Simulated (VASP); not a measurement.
## LiF: single point with PBE

LiF:

```
CELL_PARAMETERS angstrom
0.00000 2.01400 2.01400
2.01400 0.00000 2.01400
2.01400 2.01400 0.00000
ATOMIC_POSITIONS crystal
Li 0.00000 0.00000 0.00000
F 0.50000 0.50000 0.50000
```

```json
{
  "Program": "VASP 6.6.1",
  "Task": "single point",
  "Functional": "PBE",
  "Potentials or basis": "VASP PAW PBE potentials, release 64 (Li_sv, F)",
  "Cutoff": "750 eV",
  "k mesh": "10 × 10 × 10",
  "Occupations": "gaussian, width 0.05 eV",
  "Spin": "no spin polarisation",
  "Dipole correction": "no",
  "Further INCAR settings": "ALGO = Normal; EDIFF = 1e-06; NBANDS = 12"
}
```

The pressure is 1.4 GPa and the band gap on the k mesh is 9.08 eV.

Levels at points of the mesh, in eV from the valence-band top:
```csv
k point,band 3,band 4,band 5,band 6,band 7,band 8
"(0.00, 0.00, 0.00)",0.00,0.00,0.00,9.08,23.97,23.97
"(0.50, 0.00, 0.00)",-2.52,-0.23,-0.23,10.78,16.73,18.90
"(0.50, 0.50, 0.00)",-3.00,-1.00,-1.00,14.81,16.48,17.43
```

It took 7.2 s on 1 thread of Intel(R) Xeon(R) 6975P-C (Granite Rapids), on a shared host, peak memory 0.15 GiB.

A k mesh can miss the band edges.
